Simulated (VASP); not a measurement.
Wanted: the native input for a VASP 6.6.1 run.

- Task: single point
- Functional: PBEsol
- Potentials or basis: VASP PAW PBE potentials, release 64 (Sr_sv, O)
- Cutoff: 520 eV
- k mesh: 6 × 6 × 4
- Occupations: gaussian, width 0.1 eV
- Spin: no spin polarisation
- Dipole correction: no
- Further INCAR settings: ALGO = Normal; EDIFF = 1e-06; NBANDS = 24

The structure of SrO lies in POSCAR:

```
SrO
1.0
    4.2347912777      0.0000000000      0.0000000000
   -2.1173956388      3.6674368262      0.0000000000
    0.0000000000      0.0000000000      5.1107489279
Sr O
2 2
Direct
    0.6666666667      0.3333333333      0.4373615845
    0.3333333333      0.6666666667     -0.0626384155
    0.6666666667      0.3333333333      0.9376394155
    0.3333333333      0.6666666667      0.4376394155
```

The input as run:

INCAR

```
SYSTEM = SrO
PREC = Accurate
ENCUT = 520
EDIFF = 1E-6
ISMEAR = 0
SIGMA = 0.1
LREAL = .False.
LASPH = .True.
NELM = 100
ALGO = Normal
ISIF = 2
LWAVE = .False.
LCHARG = .False.
GGA = PS
NBANDS = 24
```

KPOINTS

```
regular mesh
0
Gamma
  6 6 4
  0 0 0
```

Potentials or basis: VASP PAW PBE potentials, release 64 (Sr_sv, O).

Command:

```bash
$ cat potpaw_PBE.64/Sr_sv/POTCAR potpaw_PBE.64/O/POTCAR > POTCAR
$ mpirun -np 1 vasp_std > vasp.out
```

Results of the run:

- Pressure: 0.6 GPa
- Largest force: 0.003 eV/Å
- Band gap on the k mesh: 2.59 eV, direct

Caveat: the PAW data sets were made with another functional, which shifts forces and pressure a little.

It took 15 s on 1 thread of Intel(R) Xeon(R) 6975P-C (Granite Rapids), with other jobs on the host, peak memory 0.2 GiB.
